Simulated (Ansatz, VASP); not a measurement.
Two plane-wave programs on Cu

```
Cu
1.0
    -1.28330    1.28328    1.81461
     1.28330   -1.28328    1.81461
     1.28330    1.28328   -1.81461
Cu
1
Direct
  0.50000 0.50000 0.00000
```

Alike in both runs: functional PBE; k mesh 22 × 22 × 22; occupations gaussian, width 0.1 eV; no spin polarisation.

Ansatz relaxed the structure, and its values are those at the end. VASP's run is a single point on that final structure, the one shown.

```csv
,VASP,Ansatz
version,VASP 6.6.1,Ansatz 0.2.0
potentials or method,"VASP PAW PBE potentials, release 64 (Cu), cutoff 520 eV","scalar-relativistic, plane waves, PAW"
valence electrons in the cell,11,19
```

|  | VASP | Ansatz | Ansatz less VASP |
| --- | --- | --- | --- |
| gap on the k mesh at the Fermi level (eV) | none | none | - |
| pressure (GPa) | 0.5 | 0.0 | -0.54 |

A gap of «none» marks a metal or a gap that the smearing closes. VASP's potentials hold 11 valence electrons a cell and Ansatz's 19, so a difference there can come from the potentials and not from the codes.
